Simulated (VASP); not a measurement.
# Zr (P6_3/mmc) in VASP: notebook, part 2 of 3

VASP 6.6.1. The steps go on from the part before.

### 3 Single point, LDA

This run uses another cell than the first one, of 21.88 Å³/atom, 0.887 times its volume.

INCAR reads:

```
  PREC = Accurate
  ENCUT = 520
  EDIFF = 1E-7
  ISMEAR = -1
  SIGMA = 0.05
  LREAL = F
  LASPH = T
  NELM = 60
  ALGO = Fast
  ISIF = 2
  LWAVE = F
  LCHARG = F
  GGA = CA
  NBANDS = 19
```

KPOINTS reads:

```
Automatic mesh
0
Gamma
  9 9 5
```

POSCAR reads:

```
Zr
1.0
    3.1660223034      0.0000000000      0.0000000000
   -1.5830111517      2.7418557436      0.0000000000
    0.0000000000      0.0000000000      5.0419297016
Zr
2
Direct
    0.6666666667      0.3333333333      0.7500000000
    0.3333333333      0.6666666667      0.2500000000
```

Potentials or basis: VASP PAW LDA potentials, release 64 (Zr_sv).

Run with:

```sh
cat potpaw_LDA.64/Zr_sv/POTCAR > POTCAR
mpirun -np 1 vasp_std > vasp.out
```

OUTCAR:

```text
PREC = Accurate
   ENCUT = 520
   EDIFF = 1E-7
   ISMEAR = -1
   LREAL = F
   LASPH = T
   NELM = 60
   ISIF = 2
   GGA = CA

 ion  position               nearest neighbor table
   1  0.667  0.333  0.750-   2 3.11   2 3.11   2 3.11   2 3.11   2 3.11   2 3.11
   2  0.333  0.667  0.250-   1 3.11   1 3.11   1 3.11   1 3.11   1 3.11   1 3.11

  LATTYP: Found a hexagonal cell.
 ALAT       =     3.1660223034
 C/A-ratio  =     1.5925123762

  Lattice vectors:

 A1 = (   3.1660223034,   0.0000000000,   0.0000000000)
 A2 = (  -1.5830111517,   2.7418557436,   0.0000000000)
 A3 = (   0.0000000000,   0.0000000000,   5.0419297016)

Analysis of symmetry for initial positions (statically):
=====================================================================
 Subroutine PRICEL returns:
 Original cell was already a primitive cell.

 Routine SETGRP: Setting up the symmetry group for a
 hexagonal supercell.

 Subroutine GETGRP returns: Found 24 space group operations
 (whereof 12 operations were pure point group operations)
 out of a pool of 24 trial point group operations.

The static configuration has the point symmetry D_3d.
 The point group associated with its full space group is D_6h.

Analysis of symmetry for dynamics (positions and initial velocities):
=====================================================================
 Subroutine PRICEL returns:
 Original cell was already a primitive cell.

 Routine SETGRP: Setting up the symmetry group for a
 hexagonal supercell.

 Subroutine GETGRP returns: Found 24 space group operations
 (whereof 12 operations were pure point group operations)
 out of a pool of 24 trial point group operations.

The dynamic configuration has the point symmetry D_3d.
 The point group associated with its full space group is D_6h.

 Subroutine INISYM returns: Found 24 space group operations
 (whereof 12 operations are pure point group operations),
 and found     1 'primitive' translations

----------------------------------------------------------------------------------------

                                     Primitive cell

  volume of cell :      43.7679

  direct lattice vectors                    reciprocal lattice vectors
     3.166022303  0.000000000  0.000000000     0.315853745  0.182358244  0.000000000
    -1.583011152  2.741855744  0.000000000     0.000000000  0.364716489  0.000000000
     0.000000000  0.000000000  5.041929702     0.000000000  0.000000000  0.198336760

  length of vectors
     3.166022303  3.166022303  5.041929702     0.364716489  0.364716489  0.198336760

  position of ions in fractional coordinates (direct lattice)
     0.666666667  0.333333333  0.750000000
     0.333333333  0.666666667  0.250000000

  ion indices of the primitive-cell ions
   primitive index   ion index
                 1           1
                 2           2

----------------------------------------------------------------------------------------

 KPOINTS: Automatic mesh

Automatic generation of k-mesh.
 Grid dimensions read from file:
 generate k-points for:    9    9    5

 Generating k-lattice:

  Cartesian coordinates                     Fractional coordinates (reciprocal lattice)
     0.035094861  0.020262027  0.000000000     0.111111111  0.000000000  0.000000000
     0.000000000  0.040524054  0.000000000     0.000000000  0.111111111  0.000000000
     0.000000000  0.000000000  0.039667352     0.000000000  0.000000000  0.200000000

  Length of vectors
     0.040524054  0.040524054  0.039667352

  Shift w.r.t. Gamma in fractional coordinates (k-lattice)
     0.000000000  0.000000000  0.000000000

 Subroutine IBZKPT returns following result:
 ===========================================

 Found     36 irreducible k-points:

 Following reciprocal coordinates:
            Coordinates               Weight
  0.000000  0.000000  0.000000      1.000000
  0.111111  0.000000  0.000000      6.000000
  0.222222 -0.000000  0.000000      6.000000
  0.333333  0.000000  0.000000      6.000000
  0.444444 -0.000000  0.000000      6.000000
  0.111111  0.111111  0.000000      6.000000
[... 16 lines left out ...]
  0.333333  0.222222  0.200000     24.000000
  0.333333  0.333333  0.200000      4.000000
 [... further k-points ...]
   k-points           NKPTS =     36   k-points in BZ     NKDIM =     36   number of bands    NBANDS=     19
   number of dos      NEDOS =    301   number of ions     NIONS =      2
   total plane-waves  NPLWV =  23040
   dimension x,y,z NGX =    24 NGY =   24 NGZ =   40
   dimension x,y,z NGXF=    48 NGYF=   48 NGZF=   80
   ions per type =               2
   NGX,Y,Z   is equivalent  to a cutoff of  12.60, 12.60, 13.19 a.u.
   NGXF,Y,Z  is equivalent  to a cutoff of  25.20, 25.20, 26.38 a.u.
 SYSTEM =  unknown system
   PREC   = accura    normal or accurate (medium, high low for compatibility)
   ISTART =      0    job   : 0-new  1-cont  2-samecut
   ICHARG =      2    charge: 1-file 2-atom 10-const
   ISPIN  =      1    spin polarized calculation?
   LNONCOLLINEAR =      F non collinear calculations
   LSORBIT =      F    spin-orbit coupling
   LASPH  =      T    aspherical Exc in radial PAW
   ENCUT  =  520.0 eV  38.22 Ry    6.18 a.u.   5.89  5.89  9.37*2*pi/ulx,y,z
   NELM   =     60;   NELMIN=  2; NELMDL= -5     # of ELM steps
   EDIFF  = 0.1E-06   stopping-criterion for ELM
   LREAL  =      F    real-space projection
   EDIFFG = 0.1E-05   stopping-criterion for IOM
   NSW    =      0    number of steps for IOM
   IBRION =     -1    ionic relax: 0-MD 1-quasi-New 2-CG
   NFREE  =      0    steps in history (QN), initial steepest desc. (CG)
   ISIF   =      2    stress and relaxation
   ISYM   =      2    0-nonsym 1-usesym 2-fastsym
   POTIM  = 0.5000    time-step for ionic-motion
   TEBEG  =    0.0;   TEEND  =   0.0 temperature during run
   PSTRESS=    0.0 pullay stress
   NELECT =      24.0000    total number of electrons
   NUPDOWN=      -1.0000    fix difference up-down
   EMIN   =  10.00;   EMAX   =-10.00  energy-range for DOS
   EFERMI =   0.00;   METHOD = LEGACY
   ISMEAR =    -1;   SIGMA  =   0.05  broadening in eV -4-tet -1-fermi 0-gaus
   EFERMI_NEDOS =   21; number of points for ismear=-14 and -15
   IALGO  =     68    algorithm
   IMIX   =      4    mixing-type and parameters
     AMIX     =   0.40;   BMIX     =  1.00
     AMIX_MAG =   1.60;   BMIX_MAG =  1.00
  volume/ion in A,a.u.               =      21.88       147.68
  Fermi-wavevector in a.u.,A,eV,Ry     =   1.339965  2.532167 24.429345  1.795506
  Thomas-Fermi vector in A             =   2.468315
   LORBIT       =      0    0 simple, 1 ext, 2 COOP (PROOUT), +10 PAW based schemes
   GGA     = CA    functional components
   LHFCALC =     F    Hartree Fock is set to
   AEXX    =    0.0000 exact exchange contribution
   IVDW    =     0    specifies the selected vdW correction
   LEPSILON=     F    determine dielectric tensor
   LRPA    =     F    only Hartree local field effects (RPA)
 non-spin polarized calculation
 RMM-DIIS sequential band-by-band and
  energy-cutoff  :      520.00
  volume of cell :       43.77
 maximum number of plane-waves:      1192
 NGX is ok and might be reduce to    24
   NGX = 11   NGY = 11   NGZ = 19

 number of electron      23.9999999 magnetization

 Free energy of the ion-electron system (eV)
  ---------------------------------------------------
  ext. energy  EPLUGINS =         0.00000000
  ---------------------------------------------------
  free energy    TOTEN  =       -18.59433020 eV

  energy without entropy =      -18.57667363  energy(sigma->0) =      -18.58550192

 E-fermi :   9.5102     XC(G=0): -11.5792

 val. band max:        9.5070568554   @ k =   0.2222   0.2222   0.4000
 cond. band min:       9.5340255512   @ k =   0.2222   0.1111   0.4000
 fundamental gap:      0.0269686958
 Fermi energy:         9.5101658187

 k-point     1 :       0.0000    0.0000    0.0000
  band No.  band energies     occupation
      1     -38.9535      2.00000
      2     -38.7488      2.00000
      3     -17.7479      2.00000
      4     -16.6797      2.00000
      5     -16.6797      2.00000
      6     -16.5063      2.00000
[... 11 lines left out ...]
     18      11.7029      0.00000
     19      14.2033      0.00000

 k-point     2 :       0.1111    0.0000    0.0000
  band No.  band energies     occupation
      1     -38.9352      2.00000
      2     -38.7413      2.00000
      3     -17.7019      2.00000
      4     -16.7822      2.00000
      5     -16.7130      2.00000
      6     -16.6119      2.00000
[... 476 lines left out ...]
 k-point    24 :       0.3333    0.3333    0.2000
  band No.  band energies     occupation
      1     -38.7255      2.00000
      2     -38.7255      2.00000
      3     -17.3431      2.00000
      4     -17.3285      2.00000
      5     -17.3285      2.00000
      6     -17.0191      2.00000
[... 11 lines left out ...]
     18      14.1967      0.00000
     19      16.6709      0.00000

 [... further k-points ...]
[... 5 lines left out ...]
  --------------------------------------------------------------------------------------
  -------------------------------------------------------------------------------------
  Total       -0.1895694     -0.1895694      0.2306835      0.0000000     -0.0000000      0.0000000
  in kB       -6.9394232     -6.9394232      8.4444568      0.0000000     -0.0000000      0.0000000
  external PRESSURE =      -1.8114632 kB  Pullay stress =       0.0000000 kB

 VOLUME and BASIS-vectors are now :
 -----------------------------------------------------------------------------
  energy-cutoff  :      520.00
  volume of cell :       43.77
      direct lattice vectors                 reciprocal lattice vectors
     3.166022303  0.000000000  0.000000000     0.315853745  0.182358244  0.000000000
    -1.583011152  2.741855744  0.000000000     0.000000000  0.364716489  0.000000000
     0.000000000  0.000000000  5.041929702     0.000000000  0.000000000  0.198336760

 POSITION                                       TOTAL-FORCE (eV/Angst)
 -----------------------------------------------------------------------------------
      1.58301      0.91395      3.78145        -0.000000     -0.000000      0.000000
     -0.00000      1.82790      1.26048         0.000000      0.000000      0.000000
 -----------------------------------------------------------------------------------
    total drift:                               -0.000000      0.000000     -0.000000

  FREE ENERGIE OF THE ION-ELECTRON SYSTEM (eV)
  ---------------------------------------------------
  free  energy   TOTEN  =       -18.5943301993 eV

  energy  without entropy=      -18.5766736332  energy(sigma->0) =      -18.58550192
```

OSZICAR:

```text
N       E                     dE             d eps       ncg     rms          rms(c)
DAV:   1     0.218319399343E+03    0.21832E+03   -0.13395E+04  1368   0.126E+03
DAV:   2    -0.294500599213E+01   -0.22126E+03   -0.21677E+03  1546   0.371E+02
DAV:   3    -0.187904996648E+02   -0.15845E+02   -0.15701E+02  2402   0.735E+01
[... 16 lines left out ...]
RMM:  20    -0.185943295112E+02   -0.54565E-06   -0.38871E-06  1778   0.107E-02    0.515E-04
RMM:  21    -0.185943298161E+02   -0.30488E-06   -0.24368E-06  1516   0.716E-03    0.947E-04
RMM:  22    -0.185943300073E+02   -0.19121E-06   -0.15583E-06  1358   0.528E-03    0.424E-04
RMM:  23    -0.185943301214E+02   -0.11411E-06   -0.96758E-07  1190   0.411E-03    0.411E-04
RMM:  24    -0.185943301993E+02   -0.77907E-07   -0.68250E-07  1196   0.343E-03
   1 F= -.18594330E+02 E0= -.18585502E+02  d E =-.176566E-01
```

Run time: 17 s. Hardware: 1 thread of Intel Xeon 6975P-C (Granite Rapids), shared host; peak memory 0.15 GiB.

Results:

```yaml
Free_energy: -18.5943 eV
Pressure: -0.2 GPa
Band_gap_on_the_k_mesh: zero (band 12 reaches 10.33 eV, above the bottom of band 13 at 9.29 eV)
```

### 4 Single point, LDA

This run uses another cell than the first one, of 22.35 Å³/atom, 0.906 times its volume.

INCAR reads:

```
SYSTEM = Zr
PREC = Accurate
ENCUT = 520
EDIFF = 1E-6
ISMEAR = -1
SIGMA = 0.05
LREAL = .FALSE.
LASPH = .TRUE.
NELM = 60
ALGO = Normal
ISIF = 2
LWAVE = .FALSE.
LCHARG = .FALSE.
GGA = CA
NBANDS = 19
```

KPOINTS reads:

```
Automatic mesh
0
G
  9 9 5
  0 0 0
```

POSCAR reads:

```
Zr
1.0
    3.1883189697      0.0000000000      0.0000000000
   -1.5941594848      2.7611652231      0.0000000000
    0.0000000000      0.0000000000      5.0774374186
Zr
2
Direct
    0.6666666667      0.3333333333      0.7500000000
    0.3333333333      0.6666666667      0.2500000000
```

Potentials or basis: VASP PAW LDA potentials, release 64 (Zr_sv).

Run with:

```sh
cat potpaw_LDA.64/Zr_sv/POTCAR > POTCAR
mpirun -np 1 vasp_std > vasp.out
```

OUTCAR:

```text
SYSTEM = Zr
   PREC = Accurate
   ENCUT = 520
   EDIFF = 1E-6
   ISMEAR = -1
   LREAL = .FALSE.
   LASPH = .TRUE.
   NELM = 60
   ISIF = 2
   GGA = CA

 ion  position               nearest neighbor table
   1  0.667  0.333  0.750-   2 3.14   2 3.14   2 3.14   2 3.14   2 3.14   2 3.14
   2  0.333  0.667  0.250-   1 3.14   1 3.14   1 3.14   1 3.14   1 3.14   1 3.14

  LATTYP: Found a hexagonal cell.
 ALAT       =     3.1883189697
 C/A-ratio  =     1.5925123762

  Lattice vectors:

 A1 = (   3.1883189697,   0.0000000000,   0.0000000000)
 A2 = (  -1.5941594848,   2.7611652231,   0.0000000000)
 A3 = (   0.0000000000,   0.0000000000,   5.0774374186)

Analysis of symmetry for initial positions (statically):
=====================================================================
 Subroutine PRICEL returns:
 Original cell was already a primitive cell.

 Routine SETGRP: Setting up the symmetry group for a
 hexagonal supercell.

 Subroutine GETGRP returns: Found 24 space group operations
[... 155 lines left out ...]
   NGX = 11   NGY = 11   NGZ = 19

 number of electron      24.0000000 magnetization

 Free energy of the ion-electron system (eV)
  ---------------------------------------------------
  ext. energy  EPLUGINS =         0.00000000
  ---------------------------------------------------
  free energy    TOTEN  =       -18.58742415 eV

  energy without entropy =      -18.56959972  energy(sigma->0) =      -18.57851194

 E-fermi :   9.2656     XC(G=0): -11.4819

 val. band max:        9.2425622154   @ k =   0.1111  -0.0000   0.4000
 cond. band min:       9.2698382555   @ k =   0.2222   0.2222   0.4000
 fundamental gap:      0.0272760401
 Fermi energy:         9.2655904008

 k-point     1 :       0.0000    0.0000    0.0000
  band No.  band energies     occupation
      1     -39.2331      2.00000
      2     -39.0453      2.00000
      3     -17.9864      2.00000
      4     -16.9839      2.00000
      5     -16.9839      2.00000
      6     -16.8209      2.00000
[... 505 lines left out ...]
      6     -17.3007      2.00000
[... 11 lines left out ...]
     18      13.8445      0.00000
     19      16.2542      0.00000

 [... further k-points ...]
[... 5 lines left out ...]
  --------------------------------------------------------------------------------------
  -------------------------------------------------------------------------------------
  Total       -0.7614026     -0.7614026     -0.4028895     -0.0000000      0.0000000      0.0000000
  in kB      -27.2914245    -27.2914245    -14.4410182     -0.0000000      0.0000000      0.0000000
  external PRESSURE =     -23.0079557 kB  Pullay stress =       0.0000000 kB

 VOLUME and BASIS-vectors are now :
 -----------------------------------------------------------------------------
  energy-cutoff  :      520.00
  volume of cell :       44.70
      direct lattice vectors                 reciprocal lattice vectors
     3.188318970  0.000000000  0.000000000     0.313644905  0.181082970  0.000000000
    -1.594159485  2.761165223  0.000000000     0.000000000  0.362165941  0.000000000
     0.000000000  0.000000000  5.077437419     0.000000000  0.000000000  0.196949744

 POSITION                                       TOTAL-FORCE (eV/Angst)
 -----------------------------------------------------------------------------------
      1.59416      0.92039      3.80808        -0.000000     -0.000000      0.000000
     -0.00000      1.84078      1.26936         0.000000      0.000000      0.000000
 -----------------------------------------------------------------------------------
    total drift:                               -0.000000      0.000000     -0.000000

  FREE ENERGIE OF THE ION-ELECTRON SYSTEM (eV)
  ---------------------------------------------------
  free  energy   TOTEN  =       -18.5874241545 eV

  energy  without entropy=      -18.5695997227  energy(sigma->0) =      -18.57851194
```

Run time: 7.9 s. Hardware: 1 thread of Intel Xeon 6975P-C (Granite Rapids), shared host; peak memory 0.15 GiB.

Results:

```
Free energy            : -18.5874 eV
Pressure               : -2.3 GPa
Band gap on the k mesh : zero (band 12 reaches 10.09 eV, above the bottom of band 13 at 9.04 eV)
```

(Part 2 of 3 ends here.)
